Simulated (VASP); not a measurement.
# BaTiO3 (Amm2) in VASP: single point with r2SCAN

Aim: the single point of BaTiO3 with r2SCAN.

All numbers are computed with VASP 6.6.1; they aren't measurements. Logs are shortened: lines on timing, memory, paths and dates and some standing lists are left out, and cuts for length are marked.

### Step 1. The cell of the first run

It takes space group Amm2 (No. 38, orthorhombic). The conventional cell has a = 3.994 Å, b = 5.648 Å, c = 5.648 Å, α = 90.00°, β = 90.00°, γ = 90.00°. Within 3.6 Å of Ba (site symmetry mm2) lie 12 O at 2.72 to 2.92 Å and 8 Ti at 3.46 Å. Ti (site symmetry mm2) has 6 O at 2.00 Å within 2.6 Å. O (site symmetry mm2) has 2 Ti at 2.00 Å within 2.6 Å. Within 2.6 Å of O (site symmetry m) lie 2 Ti at 2.00 Å.

### Step 2. Single point, r2SCAN (atom 3 (O) moved +0.100 Å towards its neighbour atom 1 (Ba) at 2.824 Å)

POSCAR

```
BaTiO3
1.0
    3.9940382582      0.0000000000      0.0000000000
    0.0000000000      3.9940382582      0.0000000000
    0.0000000000      0.0000000000      3.9940382582
Ba Ti O
1 1 3
Direct
    0.5000000000      0.5000000000      0.5000000000
    0.0000000000      0.0000000000      0.0000000000
    0.5000000000     -0.0177040563     -0.0177040563
    0.0000000000      0.5000000000      0.0000000000
    0.0000000000      0.0000000000      0.5000000000
```

INCAR.step1

```
SYSTEM = BaTiO3
ALGO = Normal
EDIFF = 1E-4
ENCUT = 520
GGA = PE
ISMEAR = 0
LASPH = .TRUE.
LCHARG = .FALSE.
LREAL = .FALSE.
LWAVE = .TRUE.
NBANDS = 28
NELM = 60
PREC = Accurate
SIGMA = 0.05
```

INCAR.step2

```
SYSTEM = BaTiO3
ALGO = Normal
EDIFF = 1E-6
ENCUT = 520
ISIF = 2
ISMEAR = 0
ISTART = 1
LASPH = .TRUE.
LCHARG = .TRUE.
LELF = .TRUE.
LMIXTAU = .TRUE.
LREAL = .FALSE.
LVHAR = .TRUE.
LWAVE = .FALSE.
METAGGA = R2SCAN
NBANDS = 28
NELM = 60
PREC = Accurate
SIGMA = 0.05
```

KPOINTS

```
k-points
0
G
  8 8 8
  0 0 0
```

Potentials or basis: VASP PAW PBE potentials, release 64 (Ba_sv, Ti_sv, O).

The run is started by

```sh
$ cat potpaw_PBE.64/Ba_sv/POTCAR potpaw_PBE.64/Ti_sv/POTCAR potpaw_PBE.64/O/POTCAR > POTCAR
$ cp INCAR.step1 INCAR
$ mpirun -np 1 vasp_std > vasp.out
$ cp INCAR.step2 INCAR
$ mpirun -np 1 vasp_std > vasp.out
```

OUTCAR:

```text
SYSTEM = BaTiO3
   EDIFF = 1E-6
   ENCUT = 520
   ISIF = 2
   ISMEAR = 0
   ISTART = 1
   LASPH = .TRUE.
   LREAL = .FALSE.
   METAGGA = R2SCAN
   NELM = 60
   PREC = Accurate

 ion  position               nearest neighbor table
   1  0.500  0.500  0.500-   3 2.72   4 2.82   5 2.82   4 2.82   5 2.82   4 2.82   5 2.82   4 2.82
                             5 2.82   3 2.83   3 2.83   3 2.92   2 3.46   2 3.46   2 3.46   2 3.46
   2  0.000  0.000  0.000-   4 2.00   5 2.00   5 2.00   4 2.00   3 2.00   3 2.00   1 3.46   1 3.46
                             1 3.46   1 3.46   1 3.46   1 3.46   1 3.46   1 3.46
   3  0.500  0.982  0.982-   2 2.00   2 2.00   1 2.72   1 2.83   1 2.83   1 2.92
   4  0.000  0.500  0.000-   2 2.00   2 2.00   1 2.82   1 2.82   1 2.82   1 2.82
   5  0.000  0.000  0.500-   2 2.00   2 2.00   1 2.82   1 2.82   1 2.82   1 2.82

  LATTYP: Found a simple cubic cell.
 ALAT       =     3.9940382582

  Lattice vectors:

 A1 = (   3.9940382582,   0.0000000000,   0.0000000000)
 A2 = (   0.0000000000,   3.9940382582,   0.0000000000)
 A3 = (   0.0000000000,   0.0000000000,   3.9940382582)

Analysis of symmetry for initial positions (statically):
=====================================================================
 Subroutine PRICEL returns:
 Original cell was already a primitive cell.

 Routine SETGRP: Setting up the symmetry group for a
 simple cubic supercell.

 Subroutine GETGRP returns: Found  4 space group operations
 (whereof  4 operations were pure point group operations)
 out of a pool of 48 trial point group operations.

The static configuration has the point symmetry C_2v.

Analysis of symmetry for dynamics (positions and initial velocities):
=====================================================================
 Subroutine PRICEL returns:
 Original cell was already a primitive cell.

 Routine SETGRP: Setting up the symmetry group for a
 simple cubic supercell.

 Subroutine GETGRP returns: Found  4 space group operations
 (whereof  4 operations were pure point group operations)
 out of a pool of 48 trial point group operations.

The dynamic configuration has the point symmetry C_2v.

 Subroutine INISYM returns: Found  4 space group operations
 (whereof  4 operations are pure point group operations),
 and found     1 'primitive' translations

----------------------------------------------------------------------------------------

                                     Primitive cell

  volume of cell :      63.7143

  direct lattice vectors                    reciprocal lattice vectors
     3.994038258  0.000000000  0.000000000     0.250373165  0.000000000  0.000000000
     0.000000000  3.994038258  0.000000000     0.000000000  0.250373165  0.000000000
     0.000000000  0.000000000  3.994038258     0.000000000  0.000000000  0.250373165

  length of vectors
     3.994038258  3.994038258  3.994038258     0.250373165  0.250373165  0.250373165

  position of ions in fractional coordinates (direct lattice)
     0.500000000  0.500000000  0.500000000
     0.000000000  0.000000000  0.000000000
     0.500000000  0.982295944  0.982295944
     0.000000000  0.500000000  0.000000000
     0.000000000  0.000000000  0.500000000

  ion indices of the primitive-cell ions
   primitive index   ion index
                 1           1
                 2           2
                 3           3
                 4           4
                 5           5

----------------------------------------------------------------------------------------

 KPOINTS: k-points

Automatic generation of k-mesh.
 Grid dimensions read from file:
 generate k-points for:    8    8    8

 Generating k-lattice:

  Cartesian coordinates                     Fractional coordinates (reciprocal lattice)
     0.031296646  0.000000000  0.000000000     0.125000000  0.000000000  0.000000000
     0.000000000  0.031296646  0.000000000     0.000000000  0.125000000  0.000000000
     0.000000000  0.000000000  0.031296646     0.000000000  0.000000000  0.125000000

  Length of vectors
     0.031296646  0.031296646  0.031296646

  Shift w.r.t. Gamma in fractional coordinates (k-lattice)
     0.000000000  0.000000000  0.000000000

 Subroutine IBZKPT returns following result:
 ===========================================

 Found    105 irreducible k-points:

 Following reciprocal coordinates:
            Coordinates               Weight
  0.000000  0.000000  0.000000      1.000000
  0.125000  0.000000  0.000000      2.000000
  0.000000  0.125000  0.000000      4.000000
  0.250000  0.000000  0.000000      2.000000
  0.000000  0.250000  0.000000      4.000000
  0.375000  0.000000  0.000000      2.000000
[... 16 lines left out ...]
  0.125000  0.000000  0.500000      4.000000
  0.250000  0.250000  0.000000      8.000000
 [... further k-points ...]
   k-points           NKPTS =    105   k-points in BZ     NKDIM =    105   number of bands    NBANDS=     28
   number of dos      NEDOS =    301   number of ions     NIONS =      5
   total plane-waves  NPLWV =  27000
   dimension x,y,z NGX =    30 NGY =   30 NGZ =   30
   dimension x,y,z NGXF=    60 NGYF=   60 NGZF=   60
   ions per type =               1   1   3
   NGX,Y,Z   is equivalent  to a cutoff of  12.49, 12.49, 12.49 a.u.
   NGXF,Y,Z  is equivalent  to a cutoff of  24.97, 24.97, 24.97 a.u.
 SYSTEM =  BaTiO3
   PREC   = accura    normal or accurate (medium, high low for compatibility)
   ISTART =      1    job   : 0-new  1-cont  2-samecut
   ICHARG =      0    charge: 1-file 2-atom 10-const
   ISPIN  =      1    spin polarized calculation?
   LNONCOLLINEAR =      F non collinear calculations
   LSORBIT =      F    spin-orbit coupling
   LASPH  =      T    aspherical Exc in radial PAW
   ENCUT  =  520.0 eV  38.22 Ry    6.18 a.u.   7.43  7.43  7.43*2*pi/ulx,y,z
   NELM   =     60;   NELMIN=  2; NELMDL=  0     # of ELM steps
   EDIFF  = 0.1E-05   stopping-criterion for ELM
   LREAL  =      F    real-space projection
   EDIFFG = 0.1E-04   stopping-criterion for IOM
   NSW    =      0    number of steps for IOM
   IBRION =     -1    ionic relax: 0-MD 1-quasi-New 2-CG
   NFREE  =      0    steps in history (QN), initial steepest desc. (CG)
   ISIF   =      2    stress and relaxation
   ISYM   =      2    0-nonsym 1-usesym 2-fastsym
   POTIM  = 0.5000    time-step for ionic-motion
   TEBEG  =    0.0;   TEEND  =   0.0 temperature during run
   PSTRESS=    0.0 pullay stress
   NELECT =      40.0000    total number of electrons
   NUPDOWN=      -1.0000    fix difference up-down
   EMIN   =  10.00;   EMAX   =-10.00  energy-range for DOS
   EFERMI =   0.00;   METHOD = LEGACY
   ISMEAR =     0;   SIGMA  =   0.05  broadening in eV -4-tet -1-fermi 0-gaus
   EFERMI_NEDOS =   21; number of points for ismear=-14 and -15
   IALGO  =     38    algorithm
   IMIX   =      4    mixing-type and parameters
     AMIX     =   0.40;   BMIX     =  1.00
     AMIX_MAG =   1.60;   BMIX_MAG =  1.00
  volume/ion in A,a.u.               =      12.74        85.99
  Fermi-wavevector in a.u.,A,eV,Ry     =   1.401789  2.648997 26.735612  1.965012
  Thomas-Fermi vector in A             =   2.524615
   LORBIT       =      0    0 simple, 1 ext, 2 COOP (PROOUT), +10 PAW based schemes
   METAGGA = R2SCAN    functional components
   LHFCALC =     F    Hartree Fock is set to
   AEXX    =    0.0000 exact exchange contribution
   IVDW    =     0    specifies the selected vdW correction
   LEPSILON=     F    determine dielectric tensor
   LRPA    =     F    only Hartree local field effects (RPA)
 non-spin polarized calculation
 Gauss-broadening in eV      SIGMA  =   0.05
  energy-cutoff  :      520.00
  volume of cell :       63.71
 maximum number of plane-waves:      1747
 NGX is ok and might be reduce to    30
   NGX = 15   NGY = 15   NGZ = 15

 number of electron      39.9999976 magnetization

 Free energy of the ion-electron system (eV)
  ---------------------------------------------------
  ext. energy  EPLUGINS =         0.00000000
  ---------------------------------------------------
  free energy    TOTEN  =       -74.19945325 eV

  energy without entropy =      -74.19945325  energy(sigma->0) =      -74.19945325

 E-fermi :   3.9702     XC(G=0): -11.9554

 val. band max:        3.5894486643   @ k =   0.5000   0.5000   0.5000
 cond. band min:       5.7276976869   @ k =   0.0000   0.0000   0.0000
 fundamental gap:      2.1382490226
 Fermi energy:         3.9702008013

 k-point     1 :       0.0000    0.0000    0.0000
  band No.  band energies     occupation
      1     -55.2768      2.00000
      2     -30.4385      2.00000
      3     -30.4379      2.00000
      4     -30.4375      2.00000
      5     -21.8691      2.00000
      6     -14.2952      2.00000
[... 20 lines left out ...]
     27       9.2198      0.00000
     28      11.9465      0.00000

 k-point     2 :       0.1250    0.0000    0.0000
  band No.  band energies     occupation
      1     -55.2766      2.00000
      2     -30.4463      2.00000
      3     -30.4382      2.00000
      4     -30.4375      2.00000
      5     -21.8499      2.00000
      6     -14.3044      2.00000
[... 20 lines left out ...]
     27       9.5151      0.00000
     28      12.3217      0.00000

 k-point     3 :       0.0000    0.1250    0.0000
  band No.  band energies     occupation
      1     -55.2766      2.00000
      2     -30.4470      2.00000
      3     -30.4379      2.00000
      4     -30.4372      2.00000
      5     -21.8498      2.00000
      6     -14.3039      2.00000
[... 20 lines left out ...]
     27       9.5387      0.00000
     28      12.3216      0.00000

 k-point     4 :       0.2500    0.0000    0.0000
  band No.  band energies     occupation
      1     -55.2762      2.00000
      2     -30.4672      2.00000
      3     -30.4375      2.00000
      4     -30.4368      2.00000
      5     -21.8028      2.00000
      6     -14.3747      2.00000
[... 578 lines left out ...]
     27      12.1698      0.00000
     28      12.7449      0.00000

 k-point    23 :       0.1250    0.0000    0.5000
  band No.  band energies     occupation
      1     -55.2754      2.00000
      2     -30.4974      2.00000
      3     -30.4440      2.00000
      4     -30.4358      2.00000
      5     -21.7219      2.00000
      6     -14.4662      2.00000
[... 20 lines left out ...]
     27      12.1715      0.00000
     28      12.7449      0.00000

 k-point    24 :       0.2500    0.2500    0.0000
  band No.  band energies     occupation
      1     -55.2756      2.00000
      2     -30.4672      2.00000
      3     -30.4655      2.00000
      4     -30.4361      2.00000
      5     -21.7483      2.00000
      6     -14.2725      2.00000
[... 20 lines left out ...]
     27      11.4696      0.00000
     28      12.9679      0.00000

 [... further k-points ...]

------------------------ aborting loop because EDIFF is reached ----------------------------------------

  FORCE on cell =-STRESS in cart. coord.  units (eV):
  Direction    XX          YY          ZZ          XY          YZ          ZX
  --------------------------------------------------------------------------------------
  -------------------------------------------------------------------------------------
  Total        0.7625843      0.8332396      0.8332396     -0.0000000      0.0367023      0.0000000
  in kB       19.1761671     20.9528852     20.9528852     -0.0000000      0.9229257      0.0000000
  external PRESSURE =      20.3606459 kB  Pullay stress =       0.0000000 kB

 VOLUME and BASIS-vectors are now :
 -----------------------------------------------------------------------------
  energy-cutoff  :      520.00
  volume of cell :       63.71
      direct lattice vectors                 reciprocal lattice vectors
     3.994038258  0.000000000  0.000000000     0.250373165  0.000000000  0.000000000
     0.000000000  3.994038258  0.000000000     0.000000000  0.250373165  0.000000000
     0.000000000  0.000000000  3.994038258     0.000000000  0.000000000  0.250373165

 POSITION                                       TOTAL-FORCE (eV/Angst)
 -----------------------------------------------------------------------------------
      1.99702      1.99702      1.99702         0.000000     -0.088044     -0.088044
      0.00000      0.00000      0.00000         0.000000     -0.060984     -0.060984
      1.99702      3.92333      3.92333         0.000000      0.441709      0.441709
      0.00000      1.99702      0.00000         0.000000     -0.335479      0.042798
      0.00000      0.00000      1.99702         0.000000      0.042798     -0.335479
 -----------------------------------------------------------------------------------
    total drift:                               -0.000000      0.000909      0.000908

  FREE ENERGIE OF THE ION-ELECTRON SYSTEM (eV)
  ---------------------------------------------------
  free  energy   TOTEN  =       -74.1994532507 eV

  energy  without entropy=      -74.1994532507  energy(sigma->0) =      -74.19945325
```

It took 6.4 min on 1 thread of AMD EPYC 9R14 (Zen 4), shared host; peak memory 0.28 GiB.

What came out:

| Property | Result |
| --- | --- |
| Free energy | -74.1995 eV |
| Pressure | 2.0 GPa |
| Largest force | 0.625 eV/Å |
| Band gap on the k mesh | 2.14 eV (least direct gap 2.30 eV) |

Forces in eV/Å, atoms in the order of the input:
```
Ba   0.000 -0.088 -0.088
Ti   0.000 -0.061 -0.061
O    0.000  0.442  0.442
O    0.000 -0.335  0.043
O    0.000  0.043 -0.335
```

Stress tensor (GPa, compression positive):
```
1.92 0.00 0.00
0.00 2.10 0.09
0.00 0.09 2.10
```

Caveat: the cell differs from its parent crystal (atom 3 (O) moved +0.100 Å towards its neighbour atom 1 (Ba) at 2.824 Å); the PAW data sets were made with another functional, which shifts forces and pressure a little; spin-orbit coupling is left out, which moves the levels of the heavy elements. A k mesh can miss the band edges.
